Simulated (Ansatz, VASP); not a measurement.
**Ni: VASP beside Ansatz**

```
CELL_PARAMETERS angstrom
0.00000 1.75969 1.75969
1.75969 0.00000 1.75969
1.75969 1.75969 0.00000
ATOMIC_POSITIONS crystal
Ni 0.00000 0.00000 0.00000
```

Alike in both runs: task single point; functional PBE; k mesh 15 × 15 × 15; occupations methfessel-paxton of order 1, width 0.1 eV; collinear spin.

|  | VASP | Ansatz |
| --- | --- | --- |
| version | VASP 6.6.1 | Ansatz 0.2.0 |
| potentials or method | VASP PAW PBE potentials, release 64 (Ni), cutoff 520 eV | plane waves (420 eV) with PAW, scalar-relativistic |
| valence electrons in the cell | 10 | 18 |

|  | VASP | Ansatz | Ansatz less VASP |
| --- | --- | --- | --- |
| pressure (GPa) | -0.2 | -0.1 | +0.14 |
| net moment per atom (μB) | 0.65 | 0.66 | +0.018 |
| size of the moment on the site where the two differ most (μB) | 0.66 | 0.70 | +0.044 |

Site moments also hang on the region over which each program counts them. The functional is the same, so the differences come from potentials, cutoffs and numerics. VASP's potentials hold 10 valence electrons a cell and Ansatz's 18, so a difference there can come from the potentials and not from the codes. Ansatz's warnings: stability check not made.
